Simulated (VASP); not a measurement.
A run of VASP 6.6.1 is set up as follows.

File INCAR:

```
  PREC = Accurate
  ENCUT = 520
  EDIFF = 1E-8
  ISMEAR = -1
  SIGMA = 0.05
  LREAL = False
  LASPH = True
  NELM = 80
  ALGO = Normal
  ISIF = 2
  LWAVE = False
  LCHARG = False
  GGA = PE
  LEFG = True
  NBANDS = 14
```

Contents of KPOINTS:

```
regular mesh
0
Gamma
  10 10 10
```

Contents of POSCAR:

```
NaI
1.0
    0.0000000000      3.5573417859      3.5573417859
    3.5573417859      0.0000000000      3.5573417859
    3.5573417859      3.5573417859      0.0000000000
Na I
1 1
Direct
    0.0000000000      0.0000000000      0.0000000000
    0.2500000000      0.2500000000      0.2500000000
```

Potentials or basis: VASP PAW PBE potentials, release 64 (Na_pv, I).

Launch:

```bash
$ cat potpaw_PBE.64/Na_pv/POTCAR potpaw_PBE.64/I/POTCAR > POTCAR
$ mpirun -np 1 vasp_std > vasp.out
```

Predict the band gap on the k mesh.

3.80 eV.

What does it give for the pressure?

0.2 GPa.

Caveat: spin-orbit coupling is left out, which moves the levels of the heavy elements. A k mesh can miss the band edges.
